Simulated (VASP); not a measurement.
Set up this calculation in VASP 6.6.1, as the native input.

* Task: single point
* Functional: PBE
* Potentials or basis: VASP PAW PBE potentials, release 64 (La, Zr_sv, O)
* Cutoff: 520 eV
* k mesh: 8 × 8 × 6
* Occupations: gaussian, width 0.1 eV
* Spin: no spin polarisation
* Dipole correction: no
* Further INCAR settings: ALGO = Normal; EDIFF = 1e-06; NBANDS = 34

The structure of La2Zr2O lies in POSCAR:

```
La2Zr2O
1.0
    5.0309402832      0.0000000000      0.0000000000
    0.0000000000      5.0309402832      0.0000000000
    0.0000000000      0.0000000000      6.6836110653
La Zr O
2 2 1
Direct
    0.0000000000      0.5000000000      0.0000000000
    0.5000000000      0.0000000000      0.0000000000
    0.5000000000      0.5000000000      0.6710748454
    0.5000000000      0.5000000000      0.3289251546
    0.5000000000      0.5000000000      0.0000000000
```

The input as run:

INCAR

```
ALGO = Normal ; EDIFF = 1E-6
ENCUT = 520 ; GGA = PE
ISIF = 2 ; ISMEAR = 0
LASPH = T ; LCHARG = T
LELF = T ; LREAL = F
LVHAR = T ; LWAVE = F
NBANDS = 34 ; NELM = 100
PREC = Accurate ; SIGMA = 0.1
```

KPOINTS

```
k-points
0
Gamma
  8 8 6
```

Potentials or basis: VASP PAW PBE potentials, release 64 (La, Zr_sv, O).

Command:

```sh
$ cat potpaw_PBE.64/La/POTCAR potpaw_PBE.64/Zr_sv/POTCAR potpaw_PBE.64/O/POTCAR > POTCAR
$ mpirun -np 1 vasp_std > vasp.out
```

It gave:

```yaml
Pressure: 0.1 GPa
Largest_force: 0.088 eV/Å
Band_gap_on_the_k_mesh: zero (band 26 reaches 5.68 eV, above the bottom of band 27 at 4.77 eV)
```

Caveat: spin-orbit coupling is left out, which moves the levels of the heavy elements.

It took 12 min on 1 thread of Intel(R) Xeon(R) Platinum 8488C (Sapphire Rapids) (shared host), peak memory 0.52 GiB.
